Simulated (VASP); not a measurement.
# TiN (Fm-3m) in VASP: further runs

TiN is run at these levels: PBEsol; tasks: single point.

Program: VASP 6.6.1. These are calculated values, not measurements. Logs are shortened: lines on timing, memory, paths and dates and some standing lists are left out, and cuts for length are marked.

## Step 1: The cell of the first run

The structure is cubic, space group Fm-3m (No. 225). Conventional cell: a = 4.003 Å, b = 4.003 Å, c = 4.003 Å, α = 90.00°, β = 90.00°, γ = 90.00°. Ti (site symmetry m-3m) has 6 N at 2.00 Å within 2.7 Å. N (site symmetry m-3m) has 6 Ti at 2.00 Å within 2.7 Å.

## Step 2: Single point, PBEsol

The input, INCAR:

```
ALGO = Normal ; EDIFF = 1E-6
ENCUT = 520 ; GGA = PS
ISIF = 2 ; ISMEAR = 0
LASPH = True ; LCHARG = False
LREAL = False ; LWAVE = False
NBANDS = 16 ; NELM = 100
PREC = Accurate ; SIGMA = 0.1
```

The input, KPOINTS:

```
k-points
0
Gamma
  18 18 18
```

The input, POSCAR:

```
TiN
1.0
    0.0000000000      2.0016442343      2.0016442343
    2.0016442343      0.0000000000      2.0016442343
    2.0016442343      2.0016442343      0.0000000000
Ti N
1 1
Direct
    0.0000000000      0.0000000000      0.0000000000
    0.5000000000      0.5000000000      0.5000000000
```

Potentials or basis: VASP PAW PBE potentials, release 64 (Ti_sv, N).

Started as:

```bash
cat potpaw_PBE.64/Ti_sv/POTCAR potpaw_PBE.64/N/POTCAR > POTCAR
mpirun -np 1 vasp_std > vasp.out
```

OUTCAR:

```text
EDIFF = 1E-6
   ENCUT = 520
   GGA = PS
   ISIF = 2
   ISMEAR = 0
   LASPH = True
   LREAL = False
   NELM = 100
   PREC = Accurate

 ion  position               nearest neighbor table
   1  0.000  0.000  0.000-   2 2.00   2 2.00   2 2.00   2 2.00   2 2.00   2 2.00
   2  0.500  0.500  0.500-   1 2.00   1 2.00   1 2.00   1 2.00   1 2.00   1 2.00

  LATTYP: Found a face centered cubic cell.
 ALAT       =     4.0032884686

  Lattice vectors:

 A1 = (   0.0000000000,   2.0016442343,   2.0016442343)
 A2 = (   2.0016442343,   0.0000000000,   2.0016442343)
 A3 = (   2.0016442343,   2.0016442343,   0.0000000000)

Analysis of symmetry for initial positions (statically):
=====================================================================
 Subroutine PRICEL returns:
 Original cell was already a primitive cell.

 Routine SETGRP: Setting up the symmetry group for a
 face centered cubic supercell.

 Subroutine GETGRP returns: Found 48 space group operations
 (whereof 48 operations were pure point group operations)
 out of a pool of 48 trial point group operations.

The static configuration has the point symmetry O_h .

Analysis of symmetry for dynamics (positions and initial velocities):
=====================================================================
 Subroutine PRICEL returns:
 Original cell was already a primitive cell.

 Routine SETGRP: Setting up the symmetry group for a
 face centered cubic supercell.

 Subroutine GETGRP returns: Found 48 space group operations
 (whereof 48 operations were pure point group operations)
 out of a pool of 48 trial point group operations.

The dynamic configuration has the point symmetry O_h .

 Subroutine INISYM returns: Found 48 space group operations
 (whereof 48 operations are pure point group operations),
 and found     1 'primitive' translations

----------------------------------------------------------------------------------------

                                     Primitive cell

  volume of cell :      16.0395

  direct lattice vectors                    reciprocal lattice vectors
     0.000000000  2.001644234  2.001644234    -0.249794640  0.249794640  0.249794640
     2.001644234  0.000000000  2.001644234     0.249794640 -0.249794640  0.249794640
     2.001644234  2.001644234  0.000000000     0.249794640  0.249794640 -0.249794640

  length of vectors
     2.830752423  2.830752423  2.830752423     0.432657007  0.432657007  0.432657007

  position of ions in fractional coordinates (direct lattice)
     0.000000000  0.000000000  0.000000000
     0.500000000  0.500000000  0.500000000

[... 78 lines left out ...]
   EDIFFG = 0.1E-04   stopping-criterion for IOM
   NSW    =      0    number of steps for IOM
   IBRION =     -1    ionic relax: 0-MD 1-quasi-New 2-CG
   NFREE  =      0    steps in history (QN), initial steepest desc. (CG)
   ISIF   =      2    stress and relaxation
   ISYM   =      2    0-nonsym 1-usesym 2-fastsym
   POTIM  = 0.5000    time-step for ionic-motion
   TEBEG  =    0.0;   TEEND  =   0.0 temperature during run
   PSTRESS=    0.0 pullay stress
   NELECT =      17.0000    total number of electrons
   NUPDOWN=      -1.0000    fix difference up-down
   EMIN   =  10.00;   EMAX   =-10.00  energy-range for DOS
   EFERMI =   0.00;   METHOD = LEGACY
   ISMEAR =     0;   SIGMA  =   0.10  broadening in eV -4-tet -1-fermi 0-gaus
   EFERMI_NEDOS =   21; number of points for ismear=-14 and -15
   IALGO  =     38    algorithm
   IMIX   =      4    mixing-type and parameters
     AMIX     =   0.40;   BMIX     =  1.00
     AMIX_MAG =   1.60;   BMIX_MAG =  1.00
  volume/ion in A,a.u.               =       8.02        54.12
  Fermi-wavevector in a.u.,A,eV,Ry     =   1.669146  3.154228 37.906476  2.786047
  Thomas-Fermi vector in A             =   2.754869
   LORBIT       =      0    0 simple, 1 ext, 2 COOP (PROOUT), +10 PAW based schemes
   GGA     = PS    functional components
   LHFCALC =     F    Hartree Fock is set to
   AEXX    =    0.0000 exact exchange contribution
   IVDW    =     0    specifies the selected vdW correction
   LEPSILON=     F    determine dielectric tensor
   LRPA    =     F    only Hartree local field effects (RPA)
 non-spin polarized calculation
 Gauss-broadening in eV      SIGMA  =   0.10
  energy-cutoff  :      520.00
  volume of cell :       16.04
 maximum number of plane-waves:       444
 NGX is ok and might be reduce to    24
   NGX = 11   NGY = 11   NGZ = 11

 number of electron      16.9999998 magnetization

 Free energy of the ion-electron system (eV)
  ---------------------------------------------------
  ext. energy  EPLUGINS =         0.00000000
  ---------------------------------------------------
  free energy    TOTEN  =       -20.35323023 eV

  energy without entropy =      -20.35002365  energy(sigma->0) =      -20.35162694

 E-fermi :  13.7957     XC(G=0): -14.2091

 val. band max:       13.7587427045   @ k =  -0.3889   0.3333   0.0556
 cond. band min:      13.7987749611   @ k =   0.4444   0.2222   0.1111
 fundamental gap:      0.0400322566
 Fermi energy:        13.7956843410

 k-point     1 :       0.0000    0.0000    0.0000
  band No.  band energies     occupation
      1     -43.5809      2.00000
      2     -19.4754      2.00000
      3     -19.4754      2.00000
      4     -19.4754      2.00000
      5      -4.2772      2.00000
      6      11.5745      2.00000
[... 433 lines left out ...]
      3     -19.5620      2.00000
      4     -19.5037      2.00000
      5      -2.8666      2.00000
      6       7.6272      2.00000
[... 8 lines left out ...]
     15      28.2107      0.00000
     16      33.0060      0.00000

 [... further k-points ...]

------------------------ aborting loop because EDIFF is reached ----------------------------------------

  FORCE on cell =-STRESS in cart. coord.  units (eV):
  Direction    XX          YY          ZZ          XY          YZ          ZX
  --------------------------------------------------------------------------------------
  -------------------------------------------------------------------------------------
  Total        6.0589776      6.0589776      6.0589776      0.0000000      0.0000000     -0.0000000
  in kB      605.2283487    605.2283487    605.2283487      0.0000000      0.0000000     -0.0000000
  external PRESSURE =     605.2283487 kB  Pullay stress =       0.0000000 kB

 VOLUME and BASIS-vectors are now :
 -----------------------------------------------------------------------------
  energy-cutoff  :      520.00
  volume of cell :       16.04
      direct lattice vectors                 reciprocal lattice vectors
     0.000000000  2.001644234  2.001644234    -0.249794640  0.249794640  0.249794640
     2.001644234  0.000000000  2.001644234     0.249794640 -0.249794640  0.249794640
     2.001644234  2.001644234  0.000000000     0.249794640  0.249794640 -0.249794640

 POSITION                                       TOTAL-FORCE (eV/Angst)
 -----------------------------------------------------------------------------------
      0.00000      0.00000      0.00000         0.000000     -0.000000     -0.000000
      2.00164      2.00164      2.00164        -0.000000      0.000000      0.000000
 -----------------------------------------------------------------------------------
    total drift:                                0.000000     -0.000000     -0.000000

  FREE ENERGIE OF THE ION-ELECTRON SYSTEM (eV)
  ---------------------------------------------------
  free  energy   TOTEN  =       -20.3532302335 eV

  energy  without entropy=      -20.3500236530  energy(sigma->0) =      -20.35162694
```

OSZICAR:

```text
N       E                     dE             d eps       ncg     rms          rms(c)
DAV:   1     0.129728583718E+03    0.12973E+03   -0.82165E+03  6336   0.130E+03
DAV:   2    -0.179362669935E+02   -0.14766E+03   -0.13814E+03  6800   0.353E+02
DAV:   3    -0.249326093150E+02   -0.69963E+01   -0.69289E+01  7840   0.796E+01
DAV:   4    -0.251068408161E+02   -0.17423E+00   -0.17406E+00  7688   0.115E+01
DAV:   5    -0.251108138789E+02   -0.39731E-02   -0.39730E-02  7400   0.148E+00    0.239E+01
DAV:   6    -0.205232656226E+02    0.45875E+01   -0.10828E+01  8360   0.566E+01    0.826E+00
DAV:   7    -0.203610005588E+02    0.16227E+00   -0.10869E+00  7152   0.136E+01    0.701E+00
DAV:   8    -0.204112875585E+02   -0.50287E-01   -0.43171E-01 10000   0.930E+00    0.509E+00
DAV:   9    -0.203577997066E+02    0.53488E-01   -0.70985E-02  8200   0.447E+00    0.152E+00
DAV:  10    -0.203544017464E+02    0.33980E-02   -0.22681E-02  7584   0.194E+00    0.286E-01
DAV:  11    -0.203532297959E+02    0.11720E-02   -0.32365E-03  6304   0.558E-01    0.113E-01
DAV:  12    -0.203532365394E+02   -0.67435E-05   -0.25009E-04  7208   0.194E-01    0.455E-02
DAV:  13    -0.203532336952E+02    0.28442E-05   -0.64774E-05  7120   0.138E-01    0.174E-02
DAV:  14    -0.203532302820E+02    0.34132E-05   -0.65785E-06  7888   0.418E-02    0.695E-03
DAV:  15    -0.203532302335E+02    0.48460E-07   -0.64156E-07  4256   0.800E-03
   1 F= -.20353230E+02 E0= -.20351627E+02  d E =-.320658E-02
```

stdout:

```text
POSCAR found type information on POSCAR TiN
 POSCAR found :  2 types and       2 ions
 scaLAPACK will be used
 -----------------------------------------------------------------------------
|                                                                             |
|                                                                             |
|     You enforced a specific xc type in the INCAR file but a different       |
|     I HOPE YOU KNOW WHAT YOU ARE DOING!                                     |
|                                                                             |
 -----------------------------------------------------------------------------

 LDA part: xc-table for (Slater+PW92), standard interpolation
 POSCAR, INCAR and KPOINTS ok, starting setup
 FFT: planning ... GRIDC
 FFT: planning ... GRID_SOFT
 FFT: planning ... GRID
 WAVECAR not read
 entering main loop
```

Wall time 24 s (1 thread of Intel Xeon 6975P-C (Granite Rapids), shared host); peak memory 0.17 GiB.

What came out:

```
Free energy : -20.3532 eV
Pressure    : 60.5 GPa
```

Caveat: the PAW data sets were made with another functional, which shifts forces and pressure a little.

(Part 1 of 2 ends here.)
